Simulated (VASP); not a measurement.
Here is a VASP 6.6.1 calculation.

INCAR

```
SYSTEM = Eu
PREC = Accurate
ENCUT = 520
EDIFF = 1E-6
ISMEAR = -1
SIGMA = 0.1
LREAL = .FALSE.
LASPH = .TRUE.
NELM = 150
ALGO = Normal
ISIF = 2
LWAVE = .FALSE.
LCHARG = .FALSE.
ISPIN = 2
MAGMOM = 7
LORBIT = 11
LMAXMIX = 6
GGA = PE
NBANDS = 18
```

File KPOINTS:

```
Automatic mesh
0
G
  11 11 11
  0 0 0
```

Contents of POSCAR:

```
Eu
1.0
    2.9559409074      0.0000000000      0.0000000000
    0.0000000000      2.9559409074      0.0000000000
    0.0000000000      0.0000000000      2.9559409074
Eu
1
Direct
    0.0000000000      0.0000000000      0.0000000000
```

Potentials or basis: VASP PAW PBE potentials, release 64 (Eu).

Run with:

```sh
$ cat potpaw_PBE.64/Eu/POTCAR > POTCAR
$ mpirun -np 1 vasp_std > vasp.out
```

Estimate the site moments.

Eu +6.73 μB.

What does it give for the pressure?

14.6 GPa.

 The state reached can hang on the start; a lower one may exist.
